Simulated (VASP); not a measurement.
SrLiH3, 5 atoms in the cell. The structure is cubic, space group Pm-3m (No. 221). Conventional cell: a = 4.631 Å, b = 4.631 Å, c = 4.631 Å, α = 90.00°, β = 90.00°, γ = 90.00°. Within 4.3 Å of Li (site symmetry m-3m) lie 12 H at 3.27 Å and 8 Sr at 4.01 Å. Within 3.1 Å of Sr (site symmetry m-3m) lie 6 H at 2.32 Å. H (site symmetry 4/mmm) has 2 Sr at 2.32 Å within 3.1 Å. 

| Property | Result |
| --- | --- |
| Program | VASP 6.6.1 |
| Task | single point |
| Functional | PBE |
| Potentials or basis | VASP PAW PBE potentials, release 64 (Li_sv, Sr_sv, H) |
| Cutoff | 520 eV |
| k mesh | 6 × 6 × 6 |
| Occupations | gaussian, width 0.05 eV |
| Spin | no spin polarisation |
| Dipole correction | no |
| Further INCAR settings | ALGO = Normal; EDIFF = 1e-07; NBANDS = 16 |

Potentials or basis: VASP PAW PBE potentials, release 64 (Li_sv, Sr_sv, H).

Command:

```sh
$ cat potpaw_PBE.64/Li_sv/POTCAR potpaw_PBE.64/Sr_sv/POTCAR potpaw_PBE.64/H/POTCAR > POTCAR
$ mpirun -np 1 vasp_std > vasp.out
```

Hardware: 1 thread of Intel Xeon 8259CL (shared host).

Question: How long does it take, and how much memory?

Answer: Wall time 35 s on 1 thread of Intel Xeon 8259CL, on a shared host, peak memory 0.22 GiB. Counts: scf iterations 15, k points 20.
